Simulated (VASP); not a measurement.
# NaF (Fmmm) in VASP: single point with PBEsol

Aim: the single point of NaF with PBEsol.

Everything below comes from runs of VASP 6.6.1. Logs are shortened: lines on timing, memory, paths and dates and some standing lists are left out, and cuts for length are marked.

### Step 1. The cell of the first run

It takes space group Fmmm (No. 69, orthorhombic). The conventional cell has a = 4.560 Å, b = 4.647 Å, c = 4.733 Å, α = 90.00°, β = 90.00°, γ = 90.00°. Na (site symmetry mmm) has 6 F at 2.28 to 2.37 Å within 3.0 Å. F (site symmetry mmm) has 6 Na at 2.28 to 2.37 Å within 3.0 Å.

### Step 2. Single point, PBEsol (strain +0.0187 x Voigt [1, -1, 0, 0, 0, 0])

INCAR

```
PREC = Accurate
ENCUT = 520
EDIFF = 1E-7
ISMEAR = 0
SIGMA = 0.05
LREAL = False
LASPH = True
NELM = 60
ALGO = Normal
ISIF = 2
LWAVE = False
LCHARG = False
GGA = PS
NBANDS = 14
```

KPOINTS

```
regular mesh
0
Gamma
  8 8 8
```

POSCAR

```
NaF
1.0
    0.0000000000      2.2798542900      2.3233000000
    2.3667457100      0.0000000000      2.3233000000
    2.3667457100      2.2798542900      0.0000000000
Na F
1 1
Direct
    0.0000000000      0.0000000000      0.0000000000
    0.5000000000      0.5000000000      0.5000000000
```

Potentials or basis: VASP PAW PBE potentials, release 64 (Na_pv, F).

Run with:

```bash
cat potpaw_PBE.64/Na_pv/POTCAR potpaw_PBE.64/F/POTCAR > POTCAR
mpirun -np 1 vasp_std > vasp.out
```

OUTCAR:

```text
PREC = Accurate
   ENCUT = 520
   EDIFF = 1E-7
   ISMEAR = 0
   LREAL = False
   LASPH = True
   NELM = 60
   ISIF = 2
   GGA = PS

 ion  position               nearest neighbor table
   1  0.000  0.000  0.000-   2 2.28   2 2.28   2 2.32   2 2.32
   2  0.500  0.500  0.500-   1 2.28   1 2.28   1 2.32   1 2.32

  LATTYP: Found a face centered orthorhombic cell.
 ALAT       =     4.5597085800
 B/A-ratio  =     1.0190563538
 C/A-ratio  =     1.0381127076

  Lattice vectors:

 A1 = (  -2.3667457100,   0.0000000000,  -2.3233000000)
 A2 = (  -2.3667457100,   2.2798542900,   0.0000000000)
 A3 = (   0.0000000000,   2.2798542900,  -2.3233000000)

Analysis of symmetry for initial positions (statically):
=====================================================================
 Subroutine PRICEL returns:
 Original cell was already a primitive cell.

 Routine SETGRP: Setting up the symmetry group for a
 face centered orthorhombic supercell.

 Subroutine GETGRP returns: Found  8 space group operations
 (whereof  8 operations were pure point group operations)
 out of a pool of  8 trial point group operations.

The static configuration has the point symmetry D_2h.

Analysis of symmetry for dynamics (positions and initial velocities):
=====================================================================
 Subroutine PRICEL returns:
 Original cell was already a primitive cell.

 Routine SETGRP: Setting up the symmetry group for a
 face centered orthorhombic supercell.

 Subroutine GETGRP returns: Found  8 space group operations
 (whereof  8 operations were pure point group operations)
 out of a pool of  8 trial point group operations.

The dynamic configuration has the point symmetry D_2h.

 Subroutine INISYM returns: Found  8 space group operations
 (whereof  8 operations are pure point group operations),
 and found     1 'primitive' translations

----------------------------------------------------------------------------------------

                                     Primitive cell

  volume of cell :      25.0723

  direct lattice vectors                    reciprocal lattice vectors
     0.000000000  2.279854290  2.323300000    -0.211260550  0.219312261  0.215211122
     2.366745710  0.000000000  2.323300000     0.211260550 -0.219312261  0.215211122
     2.366745710  2.279854290  0.000000000     0.211260550  0.219312261 -0.215211122

  length of vectors
     3.255066585  3.316505412  3.286216797     0.372887000  0.372887000  0.372887000

  position of ions in fractional coordinates (direct lattice)
     0.000000000  0.000000000  0.000000000
     0.500000000  0.500000000  0.500000000

  ion indices of the primitive-cell ions
   primitive index   ion index
                 1           1
                 2           2

----------------------------------------------------------------------------------------

 KPOINTS: regular mesh

Automatic generation of k-mesh.
 Grid dimensions read from file:
 generate k-points for:    8    8    8

 Generating k-lattice:

  Cartesian coordinates                     Fractional coordinates (reciprocal lattice)
    -0.026407569  0.027414033  0.026901390     0.125000000  0.000000000  0.000000000
     0.026407569 -0.027414033  0.026901390     0.000000000  0.125000000  0.000000000
     0.026407569  0.027414033 -0.026901390     0.000000000  0.000000000  0.125000000

  Length of vectors
     0.046610875  0.046610875  0.046610875

  Shift w.r.t. Gamma in fractional coordinates (k-lattice)
     0.000000000  0.000000000  0.000000000

 Subroutine IBZKPT returns following result:
 ===========================================

 Found     95 irreducible k-points:

 Following reciprocal coordinates:
            Coordinates               Weight
  0.000000  0.000000  0.000000      1.000000
  0.125000 -0.000000  0.000000      8.000000
  0.250000 -0.000000  0.000000      8.000000
  0.375000  0.000000 -0.000000      8.000000
  0.500000 -0.000000  0.000000      4.000000
  0.125000  0.125000  0.000000      2.000000
[... 16 lines left out ...]
  0.250000 -0.000000  0.125000      8.000000
  0.375000  0.000000  0.125000      8.000000
 [... further k-points ...]
   k-points           NKPTS =     95   k-points in BZ     NKDIM =     95   number of bands    NBANDS=     14
   number of dos      NEDOS =    301   number of ions     NIONS =      2
   total plane-waves  NPLWV =  16128
   dimension x,y,z NGX =    24 NGY =   28 NGZ =   24
   dimension x,y,z NGXF=    48 NGYF=   56 NGZF=   48
   ions per type =               1   1
   NGX,Y,Z   is equivalent  to a cutoff of  12.26, 14.04, 12.14 a.u.
   NGXF,Y,Z  is equivalent  to a cutoff of  24.52, 28.07, 24.28 a.u.
 SYSTEM =  unknown system
   PREC   = accura    normal or accurate (medium, high low for compatibility)
   ISTART =      0    job   : 0-new  1-cont  2-samecut
   ICHARG =      2    charge: 1-file 2-atom 10-const
   ISPIN  =      1    spin polarized calculation?
   LNONCOLLINEAR =      F non collinear calculations
   LSORBIT =      F    spin-orbit coupling
   LASPH  =      T    aspherical Exc in radial PAW
   ENCUT  =  520.0 eV  38.22 Ry    6.18 a.u.   6.05  6.17  6.11*2*pi/ulx,y,z
   NELM   =     60;   NELMIN=  2; NELMDL= -5     # of ELM steps
   EDIFF  = 0.1E-06   stopping-criterion for ELM
   LREAL  =      F    real-space projection
   EDIFFG = 0.1E-05   stopping-criterion for IOM
   NSW    =      0    number of steps for IOM
   IBRION =     -1    ionic relax: 0-MD 1-quasi-New 2-CG
   NFREE  =      0    steps in history (QN), initial steepest desc. (CG)
   ISIF   =      2    stress and relaxation
   ISYM   =      2    0-nonsym 1-usesym 2-fastsym
   POTIM  = 0.5000    time-step for ionic-motion
   TEBEG  =    0.0;   TEEND  =   0.0 temperature during run
   PSTRESS=    0.0 pullay stress
   NELECT =      14.0000    total number of electrons
   NUPDOWN=      -1.0000    fix difference up-down
   EMIN   =  10.00;   EMAX   =-10.00  energy-range for DOS
   EFERMI =   0.00;   METHOD = LEGACY
   ISMEAR =     0;   SIGMA  =   0.05  broadening in eV -4-tet -1-fermi 0-gaus
   EFERMI_NEDOS =   21; number of points for ismear=-14 and -15
   IALGO  =     38    algorithm
   IMIX   =      4    mixing-type and parameters
     AMIX     =   0.40;   BMIX     =  1.00
     AMIX_MAG =   1.60;   BMIX_MAG =  1.00
  volume/ion in A,a.u.               =      12.54        84.60
  Fermi-wavevector in a.u.,A,eV,Ry     =   1.348092  2.547524 24.726574  1.817352
  Thomas-Fermi vector in A             =   2.475789
   LORBIT       =      0    0 simple, 1 ext, 2 COOP (PROOUT), +10 PAW based schemes
   GGA     = PS    functional components
   LHFCALC =     F    Hartree Fock is set to
   AEXX    =    0.0000 exact exchange contribution
   IVDW    =     0    specifies the selected vdW correction
   LEPSILON=     F    determine dielectric tensor
   LRPA    =     F    only Hartree local field effects (RPA)
 non-spin polarized calculation
 Gauss-broadening in eV      SIGMA  =   0.05
  energy-cutoff  :      520.00
  volume of cell :       25.07
 maximum number of plane-waves:       684
   NGX = 13   NGY = 13   NGZ = 13

 number of electron      13.9999991 magnetization

 Free energy of the ion-electron system (eV)
  ---------------------------------------------------
  ext. energy  EPLUGINS =         0.00000000
  ---------------------------------------------------
  free energy    TOTEN  =        -8.76443479 eV

  energy without entropy =       -8.76443479  energy(sigma->0) =       -8.76443479

 E-fermi :  -1.9519     XC(G=0):  -9.2932

 val. band max:       -2.2093938609   @ k =   0.0000   0.0000   0.0000
 cond. band min:       3.9096478521   @ k =   0.0000   0.0000   0.0000
 fundamental gap:      6.1190417130
 Fermi energy:        -1.9518966787

 k-point     1 :       0.0000    0.0000    0.0000
  band No.  band energies     occupation
      1     -21.2552      2.00000
      2     -21.0051      2.00000
      3     -20.9985      2.00000
      4     -20.9932      2.00000
      5      -2.2117      2.00000
      6      -2.2096      2.00000
      7      -2.2094      2.00000
      8       3.9096      0.00000
      9      16.4542      0.00000
     10      16.5900      0.00000
     11      16.7243      0.00000
     12      19.2586      0.00000
     13      21.1662      0.00000
     14      22.0996      0.00000

 k-point     2 :       0.1250   -0.0000    0.0000
  band No.  band energies     occupation
      1     -21.4493      2.00000
      2     -21.0054      2.00000
      3     -20.9971      2.00000
      4     -20.7832      2.00000
      5      -2.5102      2.00000
      6      -2.2498      2.00000
      7      -2.2470      2.00000
      8       4.4571      0.00000
      9      14.8114      0.00000
     10      16.7291      0.00000
     11      16.9158      0.00000
     12      20.6251      0.00000
     13      21.1811      0.00000
     14      21.4669      0.00000

 k-point     3 :       0.2500   -0.0000    0.0000
  band No.  band energies     occupation
      1     -21.6747      2.00000
      2     -21.0112      2.00000
      3     -21.0000      2.00000
      4     -20.5072      2.00000
      5      -3.1169      2.00000
      6      -2.3454      2.00000
      7      -2.3331      2.00000
      8       5.7718      0.00000
      9      12.7137      0.00000
     10      17.1774      0.00000
     11      17.4944      0.00000
     12      20.0384      0.00000
     13      20.6963      0.00000
     14      21.9168      0.00000
[... 324 lines left out ...]
 k-point    23 :       0.2500   -0.0000    0.1250
  band No.  band energies     occupation
      1     -21.6376      2.00000
      2     -21.0196      2.00000
      3     -21.0114      2.00000
      4     -20.5323      2.00000
      5      -3.0042      2.00000
      6      -2.3692      2.00000
      7      -2.3645      2.00000
      8       5.6943      0.00000
      9      13.0055      0.00000
     10      16.8206      0.00000
     11      16.9778      0.00000
     12      18.9909      0.00000
     13      21.6187      0.00000
     14      23.6396      0.00000

 k-point    24 :       0.3750    0.0000    0.1250
  band No.  band energies     occupation
      1     -21.7569      2.00000
      2     -21.0253      2.00000
      3     -21.0138      2.00000
      4     -20.3723      2.00000
      5      -3.4590      2.00000
      6      -2.4832      2.00000
      7      -2.4584      2.00000
      8       7.1835      0.00000
      9      11.4628      0.00000
     10      16.8789      0.00000
     11      17.1082      0.00000
     12      18.7491      0.00000
     13      21.3848      0.00000
     14      23.5442      0.00000

 [... further k-points ...]
[... 5 lines left out ...]
  --------------------------------------------------------------------------------------
  -------------------------------------------------------------------------------------
  Total       -0.2826660      0.1753195     -0.0811632      0.0000000      0.0000000      0.0000000
  in kB      -18.0630103     11.2033193     -5.1865167      0.0000000      0.0000000      0.0000000
  external PRESSURE =      -4.0154026 kB  Pullay stress =       0.0000000 kB

 VOLUME and BASIS-vectors are now :
 -----------------------------------------------------------------------------
  energy-cutoff  :      520.00
  volume of cell :       25.07
      direct lattice vectors                 reciprocal lattice vectors
     0.000000000  2.279854290  2.323300000    -0.211260550  0.219312261  0.215211122
     2.366745710  0.000000000  2.323300000     0.211260550 -0.219312261  0.215211122
     2.366745710  2.279854290  0.000000000     0.211260550  0.219312261 -0.215211122

 POSITION                                       TOTAL-FORCE (eV/Angst)
 -----------------------------------------------------------------------------------
      0.00000      0.00000      0.00000         0.000000      0.000000      0.000000
      2.36675      2.27985      2.32330         0.000000     -0.000000      0.000000
 -----------------------------------------------------------------------------------
    total drift:                                0.000000     -0.000000      0.000000

  FREE ENERGIE OF THE ION-ELECTRON SYSTEM (eV)
  ---------------------------------------------------
  free  energy   TOTEN  =        -8.7644347943 eV

  energy  without entropy=       -8.7644347943  energy(sigma->0) =       -8.76443479
```

Wall time 20 s (1 thread of AMD EPYC 7R13 (Zen 3), shared host); peak memory 0.12 GiB.

Results:

```yaml
Free_energy: -8.7644 eV
Pressure: -0.4 GPa
Band_gap_on_the_k_mesh: 6.12 eV, direct
```

Stress tensor (GPa, compression positive):
```
-1.81  0.00  0.00
 0.00  1.12  0.00
 0.00  0.00 -0.52
```

Caveat: the cell differs from its parent crystal (strain +0.0187 x Voigt [1, -1, 0, 0, 0, 0]); the PAW data sets were made with another functional, which shifts forces and pressure a little.
